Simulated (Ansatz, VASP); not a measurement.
## CuO: VASP beside Ansatz

```xyz
4
Lattice="3.2214 0.0000 0.0000 -1.6107 2.7898 0.0000 0.0000 0.0000 4.4898" Properties=species:S:1:pos:R:3 pbc="T T T"
Cu    0.0000    0.0000    0.0000
Cu    0.0000    0.0000    2.2449
O     0.0000    1.8599    1.1225
O     1.6107    0.9299    3.3674
```

Change from the starting cell: volume scaled by 1.04.

Alike in both runs: task single point; functional PBE; k mesh 10 × 10 × 6; occupations fermi-dirac, width 0.05 eV; no spin polarisation.

```csv
,VASP,Ansatz
version,VASP 6.6.1,Ansatz 0.2.0
potentials or method,"VASP PAW PBE potentials, release 64 (Cu, O), cutoff 520 eV","all-electron LAPW, scalar-relativistic"
```

|  | VASP | Ansatz | Ansatz less VASP |
| --- | --- | --- | --- |
| gap on the k mesh at the Fermi level (eV) | none | none | - |
| pressure (GPa) | -0.5 | -0.7 | -0.22 |
| traceless stress, the component that is largest in VASP (GPa) | 28.45 | 28.33 | -0.119 |

A gap of «none» marks a metal or a gap that the smearing closes. Ansatz ran all-electron here, and VASP with PAW potentials.
